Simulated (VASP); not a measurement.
# In2WSe3 (P-6m2) in VASP: single point with PBE

Aim: the single point of In2WSe3 with PBE.

All numbers are computed with VASP 6.6.1; they aren't measurements. Logs are shortened: lines on timing, memory, paths and dates and some standing lists are left out, and cuts for length are marked.

## (1) The cell of the first run

Symmetry: P-6m2, No. 187, hexagonal system. The conventional cell has a = 3.480 Å, b = 3.480 Å, c = 15.471 Å, α = 90.00°, β = 90.00°, γ = 120.00°. Within 3.8 Å of In (site symmetry 3m) lie 3 Se at 2.88 Å and 6 In at 3.48 Å. W (site symmetry -6m2) has 6 Se at 2.58 Å and 6 W at 3.48 Å within 3.5 Å. Se (site symmetry 3m) has 3 W at 2.58 Å and 7 Se at 3.25 to 3.48 Å within 3.5 Å. Se (site symmetry -6m2) has 6 In at 2.88 Å and 6 Se at 3.48 Å within 3.8 Å.

## (2) Single point, PBE

Input file POSCAR:

```
In2WSe3
1.0
    3.4804851618      0.0000000000      0.0000000000
   -1.7402425809      3.0141885676      0.0000000000
    0.0000000000      0.0000000000     15.4713295178
In W Se
2 1 3
Direct
    0.6666666667      0.3333333333      0.6336544072
    0.6666666667      0.3333333333      0.3663455928
    0.0000000000      0.0000000000      0.0000000000
    0.3333333333      0.6666666667      0.8951238693
    0.3333333333      0.6666666667      0.1048761307
    0.0000000000      0.0000000000      0.5000000000
```

Input file INCAR.step1:

```
SYSTEM = In2WSe3
  PREC = Accurate
  ENCUT = 400
  EDIFF = 1E-6
  ISMEAR = 0
  SIGMA = 0.1
  LREAL = .FALSE.
  LASPH = .TRUE.
  NELM = 120
  ALGO = Normal
  ISIF = 2
  LWAVE = .FALSE.
  LCHARG = .TRUE.
  LMAXMIX = 4
  GGA = PE
  NBANDS = 38
  GGA_COMPAT = .FALSE.
  NEDOS = 2001
  LORBIT = 11
```

Input file KPOINTS.step1:

```
regular mesh
0
G
  12 12 2
  0 0 0
```

Input file INCAR.step2:

```
SYSTEM = In2WSe3
  PREC = Accurate
  ENCUT = 400
  EDIFF = 1E-6
  ISMEAR = -5
  SIGMA = 0.1
  LREAL = .FALSE.
  LASPH = .TRUE.
  NELM = 120
  ALGO = Normal
  ISIF = 2
  LWAVE = .FALSE.
  LCHARG = .FALSE.
  LMAXMIX = 4
  GGA = PE
  LORBIT = 11
  NEDOS = 1001
  ICHARG = 11
  GGA_COMPAT = .FALSE.
```

Input file KPOINTS.step2:

```
regular mesh
0
G
  18 18 3
  0 0 0
```

Potentials or basis: VASP PAW PBE potentials, release 64 (In_d, W_sv, Se).

Command:

```console
cat potpaw_PBE.64/In_d/POTCAR potpaw_PBE.64/W_sv/POTCAR potpaw_PBE.64/Se/POTCAR > POTCAR
cp INCAR.step1 INCAR
cp KPOINTS.step1 KPOINTS
mpirun -np 1 vasp_std > vasp.out
cp INCAR.step2 INCAR
cp KPOINTS.step2 KPOINTS
mpirun -np 1 vasp_std > vasp.out
```

OUTCAR:

```text
SYSTEM = In2WSe3
   PREC = Accurate
   ENCUT = 400
   EDIFF = 1E-6
   ISMEAR = -5
   LREAL = .FALSE.
   LASPH = .TRUE.
   NELM = 120
   ISIF = 2
   GGA = PE
   LORBIT = 11
   ICHARG = 11

 ion  position               nearest neighbor table
   1  0.667  0.333  0.634-   6 2.88   6 2.88   6 2.88
   2  0.667  0.333  0.366-   6 2.88   6 2.88   6 2.88
   3  0.000  0.000  0.000-   4 2.58   5 2.58   4 2.58   5 2.58   4 2.58   5 2.58
   4  0.333  0.667  0.895-   3 2.58   3 2.58   3 2.58
   5  0.333  0.667  0.105-   3 2.58   3 2.58   3 2.58
   6  0.000  0.000  0.500-   1 2.88   2 2.88   1 2.88   2 2.88   1 2.88   2 2.88

  LATTYP: Found a hexagonal cell.
 ALAT       =     3.4804851618
 C/A-ratio  =     4.4451646246

  Lattice vectors:

 A1 = (   3.4804851618,   0.0000000000,   0.0000000000)
 A2 = (  -1.7402425809,   3.0141885676,   0.0000000000)
 A3 = (   0.0000000000,   0.0000000000,  15.4713295178)

Analysis of symmetry for initial positions (statically):
=====================================================================
 Subroutine PRICEL returns:
 Original cell was already a primitive cell.

 Routine SETGRP: Setting up the symmetry group for a
 hexagonal supercell.

 Subroutine GETGRP returns: Found 12 space group operations
 (whereof 12 operations were pure point group operations)
 out of a pool of 24 trial point group operations.

The static configuration has the point symmetry D_3h.

Analysis of symmetry for dynamics (positions and initial velocities):
=====================================================================
 Subroutine PRICEL returns:
 Original cell was already a primitive cell.

 Routine SETGRP: Setting up the symmetry group for a
 hexagonal supercell.

 Subroutine GETGRP returns: Found 12 space group operations
 (whereof 12 operations were pure point group operations)
 out of a pool of 24 trial point group operations.

The dynamic configuration has the point symmetry D_3h.

 Subroutine INISYM returns: Found 12 space group operations
 (whereof 12 operations are pure point group operations),
 and found     1 'primitive' translations

----------------------------------------------------------------------------------------

                                     Primitive cell

  volume of cell :     162.3072

  direct lattice vectors                    reciprocal lattice vectors
     3.480485162  0.000000000  0.000000000     0.287316266  0.165882123  0.000000000
    -1.740242581  3.014188568  0.000000000     0.000000000  0.331764247  0.000000000
     0.000000000  0.000000000 15.471329518     0.000000000  0.000000000  0.064635686

  length of vectors
     3.480485162  3.480485162 15.471329518     0.331764247  0.331764247  0.064635686

  position of ions in fractional coordinates (direct lattice)
     0.666666667  0.333333333  0.633654407
     0.666666667  0.333333333  0.366345593
     0.000000000  0.000000000  0.000000000
     0.333333333  0.666666667  0.895123869
     0.333333333  0.666666667  0.104876131
     0.000000000  0.000000000  0.500000000

  ion indices of the primitive-cell ions
   primitive index   ion index
                 1           1
                 2           2
                 3           3
                 4           4
                 5           5
                 6           6

----------------------------------------------------------------------------------------

 KPOINTS: regular mesh

Automatic generation of k-mesh.
 Grid dimensions read from file:
 generate k-points for:   18   18    3

 Generating k-lattice:

  Cartesian coordinates                     Fractional coordinates (reciprocal lattice)
     0.015962015  0.009215674  0.000000000     0.055555556 -0.000000000  0.000000000
     0.000000000  0.018431347  0.000000000     0.000000000  0.055555556  0.000000000
     0.000000000  0.000000000  0.021545229     0.000000000  0.000000000  0.333333333

  Length of vectors
     0.018431347  0.018431347  0.021545229

  Shift w.r.t. Gamma in fractional coordinates (k-lattice)
     0.000000000  0.000000000  0.000000000

 TETIRR: Found    828 inequivalent tetrahedra from     5832

 Subroutine IBZKPT returns following result:
 ===========================================

 Found     74 irreducible k-points:

 Following reciprocal coordinates:
            Coordinates               Weight
  0.000000  0.000000  0.000000      1.000000
  0.055556  0.000000  0.000000      6.000000
  0.111111  0.000000  0.000000      6.000000
  0.166667  0.000000  0.000000      6.000000
  0.222222  0.000000  0.000000      6.000000
  0.277778  0.000000  0.000000      6.000000
[... 16 lines left out ...]
  0.333333  0.111111  0.000000     12.000000
  0.388889  0.111111  0.000000     12.000000
 [... further k-points ...]
   k-points           NKPTS =     74   k-points in BZ     NKDIM =     74   number of bands    NBANDS=     34
   number of dos      NEDOS =   1001   number of ions     NIONS =      6
   total plane-waves  NPLWV =  62208
   dimension x,y,z NGX =    24 NGY =   24 NGZ =  108
   dimension x,y,z NGXF=    48 NGYF=   48 NGZF=  216
   ions per type =               2   1   3
   NGX,Y,Z   is equivalent  to a cutoff of  11.46, 11.46, 11.61 a.u.
   NGXF,Y,Z  is equivalent  to a cutoff of  22.93, 22.93, 23.21 a.u.
 SYSTEM =  In2WSe3
   PREC   = accura    normal or accurate (medium, high low for compatibility)
   ISTART =      0    job   : 0-new  1-cont  2-samecut
   ICHARG =     11    charge: 1-file 2-atom 10-const
   ISPIN  =      1    spin polarized calculation?
   LNONCOLLINEAR =      F non collinear calculations
   LSORBIT =      F    spin-orbit coupling
   LASPH  =      T    aspherical Exc in radial PAW
   ENCUT  =  400.0 eV  29.40 Ry    5.42 a.u.   5.68  5.68 25.23*2*pi/ulx,y,z
   NELM   =    120;   NELMIN=  2; NELMDL=  0     # of ELM steps
   EDIFF  = 0.1E-05   stopping-criterion for ELM
   LREAL  =      F    real-space projection
   EDIFFG = 0.1E-04   stopping-criterion for IOM
   NSW    =      0    number of steps for IOM
   IBRION =     -1    ionic relax: 0-MD 1-quasi-New 2-CG
   NFREE  =      0    steps in history (QN), initial steepest desc. (CG)
   ISIF   =      2    stress and relaxation
   ISYM   =      2    0-nonsym 1-usesym 2-fastsym
   POTIM  = 0.5000    time-step for ionic-motion
   TEBEG  =    0.0;   TEEND  =   0.0 temperature during run
   PSTRESS=    0.0 pullay stress
   NELECT =      58.0000    total number of electrons
   NUPDOWN=      -1.0000    fix difference up-down
   EMIN   =  10.00;   EMAX   =-10.00  energy-range for DOS
   EFERMI =   0.00;   METHOD = LEGACY
   ISMEAR =    -5;   SIGMA  =   0.10  broadening in eV -4-tet -1-fermi 0-gaus
   EFERMI_NEDOS =   21; number of points for ismear=-14 and -15
   IALGO  =     38    algorithm
   IMIX   =      4    mixing-type and parameters
     AMIX     =   0.40;   BMIX     =  1.00
     AMIX_MAG =   1.60;   BMIX_MAG =  1.00
  volume/ion in A,a.u.               =      27.05       182.55
  Fermi-wavevector in a.u.,A,eV,Ry     =   1.161729  2.195350 18.362621  1.349615
  Thomas-Fermi vector in A             =   2.298298
   LORBIT       =     11    0 simple, 1 ext, 2 COOP (PROOUT), +10 PAW based schemes
   GGA     = PE    functional components
   LHFCALC =     F    Hartree Fock is set to
   AEXX    =    0.0000 exact exchange contribution
   IVDW    =     0    specifies the selected vdW correction
   LEPSILON=     F    determine dielectric tensor
   LRPA    =     F    only Hartree local field effects (RPA)
 non-spin polarized calculation
 Fermi weights with tetrahedron method with Bloechl corrections
  energy-cutoff  :      400.00
  volume of cell :      162.31
 maximum number of plane-waves:      2971
 NGX is ok and might be reduce to    24

 number of electron      58.0000007 magnetization

 Free energy of the ion-electron system (eV)
  ---------------------------------------------------
  ext. energy  EPLUGINS =         0.00000000
  ---------------------------------------------------
  free energy    TOTEN  =       -30.26137452 eV

  energy without entropy =      -30.26137452  energy(sigma->0) =      -30.26137452

 E-fermi :   4.9563     XC(G=0):  -9.3322

 val. band max:        4.9016709928   @ k =   0.0556   0.0000   0.3333
 cond. band min:       4.9871306313   @ k =   0.3333   0.3333   0.0000
 fundamental gap:      0.0854596385
 Fermi energy:         4.9563447156

 k-point     1 :       0.0000    0.0000    0.0000
  band No.  band energies     occupation
      1     -70.2363      2.00000
      2     -34.3854      2.00000
      3     -34.3854      2.00000
      4     -34.3608      2.00000
      5     -10.3297      2.00000
      6      -9.6480      2.00000
[... 26 lines left out ...]
     33       6.7903      0.00000
     34       6.8153      0.00000

 k-point     2 :       0.0556    0.0000    0.0000
  band No.  band energies     occupation
      1     -70.2362      2.00000
      2     -34.3892      2.00000
      3     -34.3863      2.00000
      4     -34.3601      2.00000
      5     -10.2929      2.00000
      6      -9.6500      2.00000
[... 26 lines left out ...]
     33       6.7365      0.00000
     34       7.1655      0.00000

 k-point     3 :       0.1111    0.0000    0.0000
  band No.  band energies     occupation
      1     -70.2358      2.00000
      2     -34.4001      2.00000
      3     -34.3889      2.00000
      4     -34.3581      2.00000
      5     -10.1851      2.00000
      6      -9.6608      2.00000
[... 26 lines left out ...]
     33       6.8065      0.00000
     34       7.5678      0.00000

 k-point     4 :       0.1667    0.0000    0.0000
  band No.  band energies     occupation
      1     -70.2353      2.00000
      2     -34.4167      2.00000
      3     -34.3929      2.00000
      4     -34.3550      2.00000
      5     -10.0139      2.00000
      6      -9.6850      2.00000
[... 26 lines left out ...]
     33       7.0841      0.00000
     34       7.9085      0.00000

 k-point     5 :       0.2222    0.0000    0.0000
  band No.  band energies     occupation
      1     -70.2346      2.00000
      2     -34.4371      2.00000
      3     -34.3977      2.00000
      4     -34.3511      2.00000
      5      -9.7925      2.00000
      6      -9.7169      2.00000
[... 621 lines left out ...]
 k-point    22 :       0.2778    0.1111    0.0000
  band No.  band energies     occupation
      1     -70.2329      2.00000
      2     -34.4784      2.00000
      3     -34.4148      2.00000
      4     -34.3422      2.00000
      5      -9.7706      2.00000
      6      -9.6292      2.00000
[... 26 lines left out ...]
     33       6.9105      0.00000
     34       7.2798      0.00000

 k-point    23 :       0.3333    0.1111    0.0000
  band No.  band energies     occupation
      1     -70.2324      2.00000
      2     -34.4926      2.00000
      3     -34.4197      2.00000
      4     -34.3393      2.00000
      5      -9.7878      2.00000
      6      -9.6405      2.00000
[... 26 lines left out ...]
     33       6.2932      0.00000
     34       7.1400      0.00000

 k-point    24 :       0.3889    0.1111    0.0000
  band No.  band energies     occupation
      1     -70.2320      2.00000
      2     -34.5018      2.00000
      3     -34.4230      2.00000
      4     -34.3374      2.00000
      5      -9.7985      2.00000
      6      -9.6481      2.00000
[... 26 lines left out ...]
     33       6.2189      0.00000
     34       7.4358      0.00000

 [... further k-points ...]
[... 5 lines left out ...]
  --------------------------------------------------------------------------------------
  -------------------------------------------------------------------------------------
  Total       -0.0893690     -0.0893690      0.0930037      0.0000000      0.0000000      0.0000000
  in kB       -0.8821847     -0.8821847      0.9180637      0.0000000      0.0000000      0.0000000
  external PRESSURE =      -0.2821019 kB  Pullay stress =       0.0000000 kB

 VOLUME and BASIS-vectors are now :
 -----------------------------------------------------------------------------
  energy-cutoff  :      400.00
  volume of cell :      162.31
      direct lattice vectors                 reciprocal lattice vectors
     3.480485162  0.000000000  0.000000000     0.287316266  0.165882123  0.000000000
    -1.740242581  3.014188568  0.000000000     0.000000000  0.331764247  0.000000000
     0.000000000  0.000000000 15.471329518     0.000000000  0.000000000  0.064635686

 POSITION                                       TOTAL-FORCE (eV/Angst)
 -----------------------------------------------------------------------------------
      1.74024      1.00473      9.80348         0.000000     -0.000000      0.033425
      1.74024      1.00473      5.66785         0.000000     -0.000000     -0.033425
      0.00000      0.00000      0.00000         0.000000     -0.000000      0.000000
     -0.00000      2.00946     13.84876        -0.000000      0.000000     -0.063541
     -0.00000      2.00946      1.62257        -0.000000      0.000000      0.063541
      0.00000      0.00000      7.73566         0.000000     -0.000000      0.000000
 -----------------------------------------------------------------------------------
    total drift:                               -0.006933      0.004003      0.000000

  FREE ENERGIE OF THE ION-ELECTRON SYSTEM (eV)
  ---------------------------------------------------
  free  energy   TOTEN  =       -30.2613745150 eV

  energy  without entropy=      -30.2613745150  energy(sigma->0) =      -30.26137452

 total charge

# of ion       s       p       d       tot
------------------------------------------
    1        1.048   0.392   9.863  11.303
    2        1.048   0.392   9.863  11.303
    3        2.303   6.236   3.282  11.821
    4        1.472   2.323   0.059   3.854
    5        1.472   2.323   0.059   3.854
    6        1.483   2.337   0.035   3.854
--------------------------------------------------
tot          8.824  14.003  23.160  45.987
```

It took 8 min on 1 thread of Oxide Virtual Turin-like, shared host; peak memory 0.37 GiB.

What came out:

```yaml
Valence_electrons_inside_the_program's_atomic_spheres: In 11.30; W 11.82; Se 3.85
```

Levels at points of the mesh, in eV from the Fermi level:
```tsv
k point	band 27	band 28	band 29	band 30	band 31	band 32
(0.00, 0.00, 0.00)	-0.88	0.27	0.27	1.57	1.57	1.83
(0.50, 0.00, 0.00)	-1.82	-1.53	-1.15	-0.34	0.86	1.18
```

Caveat: spin-orbit coupling is left out, which moves the levels of the heavy elements.
